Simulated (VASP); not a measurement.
# YIn (P4/mmm) in VASP: further runs, part 2 of 2

VASP 6.6.1. Earlier steps stand in the parts before.

## (5) Single point, LDA, collinear spin

Input file INCAR:

```
SYSTEM = YIn
PREC = Accurate
ENCUT = 520
EDIFF = 1E-6
ISMEAR = -1
SIGMA = 0.03
LREAL = .FALSE.
LASPH = .TRUE.
NELM = 150
ALGO = Normal
ISIF = 2
LWAVE = .FALSE.
LCHARG = .FALSE.
ISPIN = 2
MAGMOM = 0.05 0
LORBIT = 11
NUPDOWN = 0.05
LMAXMIX = 4
GGA = CA
NBANDS = 23
```

Input file KPOINTS:

```
Automatic mesh
0
G
  11 11 9
  0 0 0
```

Input file POSCAR:

```
YIn
1.0
    3.5424350136      0.0000000000      0.0000000000
    0.0000000000      3.5424350136      0.0000000000
    0.0000000000      0.0000000000      4.1949607700
Y In
1 1
Direct
    0.0000000000      0.0000000000      0.0000000000
    0.5000000000      0.5000000000      0.5000000000
```

Potentials or basis: VASP PAW LDA potentials, release 64 (Y_sv, In_d).

Run with:

```console
$ cat potpaw_LDA.64/Y_sv/POTCAR potpaw_LDA.64/In_d/POTCAR > POTCAR
$ mpirun -np 1 vasp_std > vasp.out
```

OUTCAR:

```text
SYSTEM = YIn
   PREC = Accurate
   ENCUT = 520
   EDIFF = 1E-6
   ISMEAR = -1
   LREAL = .FALSE.
   LASPH = .TRUE.
   NELM = 150
   ISIF = 2
   ISPIN = 2
   LORBIT = 11
   NUPDOWN = 0.05
   GGA = CA

 ion  position               nearest neighbor table
   1  0.000  0.000  0.000-   2 3.27   2 3.27   2 3.27   2 3.27   2 3.27   2 3.27   2 3.27   2 3.27

   2  0.500  0.500  0.500-   1 3.27   1 3.27   1 3.27   1 3.27   1 3.27   1 3.27   1 3.27   1 3.27

  LATTYP: Found a simple tetragonal cell.
 ALAT       =     3.5424350136
 C/A-ratio  =     1.1842026047

  Lattice vectors:

 A1 = (   3.5424350136,   0.0000000000,   0.0000000000)
 A2 = (   0.0000000000,   3.5424350136,   0.0000000000)
 A3 = (   0.0000000000,   0.0000000000,   4.1949607700)

Analysis of symmetry for initial positions (statically):
=====================================================================
 Subroutine PRICEL returns:
 Original cell was already a primitive cell.

 Routine SETGRP: Setting up the symmetry group for a
 simple tetragonal supercell.

 Subroutine GETGRP returns: Found 16 space group operations
 (whereof 16 operations were pure point group operations)
 out of a pool of 16 trial point group operations.

The static configuration has the point symmetry D_4h.

Analysis of symmetry for dynamics (positions and initial velocities):
=====================================================================
 Subroutine PRICEL returns:
 Original cell was already a primitive cell.

 Routine SETGRP: Setting up the symmetry group for a
 simple tetragonal supercell.

 Subroutine GETGRP returns: Found 16 space group operations
 (whereof 16 operations were pure point group operations)
 out of a pool of 16 trial point group operations.

The dynamic configuration has the point symmetry D_4h.

Analysis of structural, dynamic, and magnetic symmetry:
=====================================================================
 Subroutine PRICEL returns:
 Original cell was already a primitive cell.

 Routine SETGRP: Setting up the symmetry group for a
 simple tetragonal supercell.

 Subroutine GETGRP returns: Found 16 space group operations
 (whereof 16 operations were pure point group operations)
 out of a pool of 16 trial point group operations.

The overall configuration has the point symmetry D_4h.

 Subroutine INISYM returns: Found 16 space group operations
 (whereof 16 operations are pure point group operations),
 and found     1 'primitive' translations

----------------------------------------------------------------------------------------

                                     Primitive cell

  volume of cell :      52.6419

  direct lattice vectors                    reciprocal lattice vectors
     3.542435014  0.000000000  0.000000000     0.282291699  0.000000000  0.000000000
     0.000000000  3.542435014  0.000000000     0.000000000  0.282291699  0.000000000
     0.000000000  0.000000000  4.194960770     0.000000000  0.000000000  0.238381252

  length of vectors
     3.542435014  3.542435014  4.194960770     0.282291699  0.282291699  0.238381252

[... 70 lines left out ...]
 SYSTEM =  YIn
   PREC   = accura    normal or accurate (medium, high low for compatibility)
   ISTART =      0    job   : 0-new  1-cont  2-samecut
   ICHARG =      2    charge: 1-file 2-atom 10-const
   ISPIN  =      2    spin polarized calculation?
   LNONCOLLINEAR =      F non collinear calculations
   LSORBIT =      F    spin-orbit coupling
   LASPH  =      T    aspherical Exc in radial PAW
   ENCUT  =  520.0 eV  38.22 Ry    6.18 a.u.   6.59  6.59  7.80*2*pi/ulx,y,z
   NELM   =    150;   NELMIN=  2; NELMDL= -5     # of ELM steps
   EDIFF  = 0.1E-05   stopping-criterion for ELM
   LREAL  =      F    real-space projection
   EDIFFG = 0.1E-04   stopping-criterion for IOM
   NSW    =      0    number of steps for IOM
   IBRION =     -1    ionic relax: 0-MD 1-quasi-New 2-CG
   NFREE  =      0    steps in history (QN), initial steepest desc. (CG)
   ISIF   =      2    stress and relaxation
   ISYM   =      2    0-nonsym 1-usesym 2-fastsym
   POTIM  = 0.5000    time-step for ionic-motion
   TEBEG  =    0.0;   TEEND  =   0.0 temperature during run
   PSTRESS=    0.0 pullay stress
   NELECT =      24.0000    total number of electrons
   NUPDOWN=       0.0500    fix difference up-down
   EMIN   =  10.00;   EMAX   =-10.00  energy-range for DOS
   EFERMI =   0.00;   METHOD = LEGACY
   ISMEAR =    -1;   SIGMA  =   0.03  broadening in eV -4-tet -1-fermi 0-gaus
   EFERMI_NEDOS =   21; number of points for ismear=-14 and -15
   IALGO  =     38    algorithm
   IMIX   =      4    mixing-type and parameters
     AMIX     =   0.40;   BMIX     =  1.00
     AMIX_MAG =   1.60;   BMIX_MAG =  1.00
  volume/ion in A,a.u.               =      26.32       177.62
  Fermi-wavevector in a.u.,A,eV,Ry     =   1.259993  2.381041 21.600358  1.587582
  Thomas-Fermi vector in A             =   2.393525
   LORBIT       =     11    0 simple, 1 ext, 2 COOP (PROOUT), +10 PAW based schemes
   GGA     = CA    functional components
   LHFCALC =     F    Hartree Fock is set to
   AEXX    =    0.0000 exact exchange contribution
   IVDW    =     0    specifies the selected vdW correction
   LEPSILON=     F    determine dielectric tensor
   LRPA    =     F    only Hartree local field effects (RPA)
 spin polarized calculation
  energy-cutoff  :      520.00
  volume of cell :       52.64
 maximum number of plane-waves:      1434
 NGX is ok and might be reduce to    28
   NGX = 13   NGY = 13   NGZ = 15

 number of electron      24.0000004 magnetization       0.0500000

 Free energy of the ion-electron system (eV)
  ---------------------------------------------------
  ext. energy  EPLUGINS =         0.00000000
  ---------------------------------------------------
  free energy    TOTEN  =       -11.30574446 eV

  energy without entropy =      -11.30207446  energy(sigma->0) =      -11.30390946

 E-fermi :   5.6865     XC(G=0): -10.5378

 val. band max:        5.7156362542   @ k =   0.3636   0.1818   0.0000
 cond. band min:       5.6911563429   @ k =   0.2727   0.1818   0.0000
 fundamental gap:     -0.0244799113
 Fermi energy:         5.7405035376

 spin component 1

 k-point     1 :       0.0000    0.0000    0.0000
  band No.  band energies     occupation
      1     -36.9083      1.00000
      2     -17.0509      1.00000
      3     -16.8636      1.00000
      4     -16.8636      1.00000
      5      -8.5834      1.00000
      6      -8.4944      1.00000
[... 613 lines left out ...]
     22      17.8625      0.00000
     23      18.8319      0.00000

 [... further k-points ...]

 spin component 2

 k-point     1 :       0.0000    0.0000    0.0000
  band No.  band energies     occupation
      1     -36.8965      1.00000
      2     -17.0409      1.00000
      3     -16.8474      1.00000
      4     -16.8474      1.00000
      5      -8.5820      1.00000
      6      -8.4932      1.00000
[... 613 lines left out ...]
     22      17.8750      0.00000
     23      18.8472      0.00000

 [... further k-points ...]

------------------------ aborting loop because EDIFF is reached ----------------------------------------

  FORCE on cell =-STRESS in cart. coord.  units (eV):
  Direction    XX          YY          ZZ          XY          YZ          ZX
  --------------------------------------------------------------------------------------
  -------------------------------------------------------------------------------------
  Total       -1.3585335     -1.3585335     -1.3787479      0.0000000      0.0000000      0.0000000
  in kB      -41.3474998    -41.3474998    -41.9627318      0.0000000      0.0000000      0.0000000
  external PRESSURE =     -41.5525771 kB  Pullay stress =       0.0000000 kB

 VOLUME and BASIS-vectors are now :
 -----------------------------------------------------------------------------
  energy-cutoff  :      520.00
  volume of cell :       52.64
      direct lattice vectors                 reciprocal lattice vectors
     3.542435014  0.000000000  0.000000000     0.282291699  0.000000000  0.000000000
     0.000000000  3.542435014  0.000000000     0.000000000  0.282291699  0.000000000
     0.000000000  0.000000000  4.194960770     0.000000000  0.000000000  0.238381252

 POSITION                                       TOTAL-FORCE (eV/Angst)
 -----------------------------------------------------------------------------------
      0.00000      0.00000      0.00000         0.000000      0.000000      0.000000
      1.77122      1.77122      2.09748         0.000000      0.000000      0.000000
 -----------------------------------------------------------------------------------
    total drift:                                0.000000      0.000000      0.000000

  FREE ENERGIE OF THE ION-ELECTRON SYSTEM (eV)
  ---------------------------------------------------
  free  energy   TOTEN  =       -11.3057444557 eV

  energy  without entropy=      -11.3020744579  energy(sigma->0) =      -11.30390946

 total charge

# of ion       s       p       d       f       tot
--------------------------------------------------
    1        2.206   6.282   1.002   0.016   9.505
    2        0.929   0.758   9.824   0.000  11.511
--------------------------------------------------
tot          3.135   7.040  10.826   0.016  21.016

 magnetization (x)

# of ion       s       p       d       f       tot
--------------------------------------------------
    1        0.001   0.003   0.025   0.000   0.029
    2       -0.000   0.003   0.001   0.000   0.003
--------------------------------------------------
tot          0.001   0.006   0.026   0.000   0.032
```

OSZICAR:

```text
N       E                     dE             d eps       ncg     rms          rms(c)
DAV:   1     0.170832715180E+03    0.17083E+03   -0.11443E+04  9853   0.123E+03
DAV:   2     0.882753168250E+00   -0.16995E+03   -0.16297E+03 10164   0.338E+02
DAV:   3    -0.113059929170E+02   -0.12189E+02   -0.12030E+02 11998   0.784E+01
DAV:   4    -0.118090779847E+02   -0.50309E+00   -0.50107E+00 12687   0.140E+01
DAV:   5    -0.118241891378E+02   -0.15111E-01   -0.15108E-01 12576   0.234E+00    0.251E+01
DAV:   6    -0.113810811582E+02    0.44311E+00   -0.41144E-01 11166   0.438E+00    0.163E+01
DAV:   7    -0.113190448193E+02    0.62036E-01   -0.41150E-01 13533   0.495E+00    0.288E+00
DAV:   8    -0.113059264612E+02    0.13118E-01   -0.58623E-02 10720   0.178E+00    0.803E-01
DAV:   9    -0.113058415168E+02    0.84944E-04   -0.48101E-03 12501   0.494E-01    0.382E-01
DAV:  10    -0.113057530496E+02    0.88467E-04   -0.26218E-04 12490   0.103E-01    0.102E-01
DAV:  11    -0.113057435343E+02    0.95153E-05   -0.45399E-05 10683   0.451E-02    0.272E-02
DAV:  12    -0.113057445370E+02   -0.10027E-05   -0.47263E-06 13584   0.171E-02    0.849E-03
DAV:  13    -0.113057444557E+02    0.81294E-07   -0.43967E-07  6587   0.530E-03
   1 F= -.11305744E+02 E0= -.11303909E+02  d E =-.367000E-02  mag=     0.0500
```

It took 74 s on 1 thread of Intel Xeon 6975P-C (Granite Rapids), shared host; peak memory 0.32 GiB.

What came out:

- Free energy: -11.3057 eV
- Pressure: -4.2 GPa
- Net moment: 0.05 μB per cell
- Site moments: Y +0.03; In +0.00 μB
- Valence electrons inside the program's atomic spheres: Y 9.51; In 11.51

Caveat: the cell stands under tension; spin-orbit coupling is left out, which moves the levels of the heavy elements; the total moment is fixed, so each spin has its own Fermi level.

## (6) Overview

```csv
spin,fixed moment (μB),gap on the mesh (eV),pressure (GPa),moment (μB)
off,-,none,-4.1,-
"collinear, zero start",0.0,-,-4.2,0.00
collinear,-,none,-4.2,0.00
collinear,0.05,-,-4.2,0.05
```

Alike in all rows: task single point; level LDA; potentials or basis VASP PAW LDA potentials, release 64 (Y_sv, In_d); cell as given; k mesh 11 × 11 × 9; cutoff (eV) 520; smearing fermi-dirac 0.03 eV.

Caveats: the cell stands under tension; spin-orbit coupling is left out, which moves the levels of the heavy elements; the total moment is fixed, so each spin has its own Fermi level (at least some runs).

Absolute energies hang on the potentials; compare differences alone.
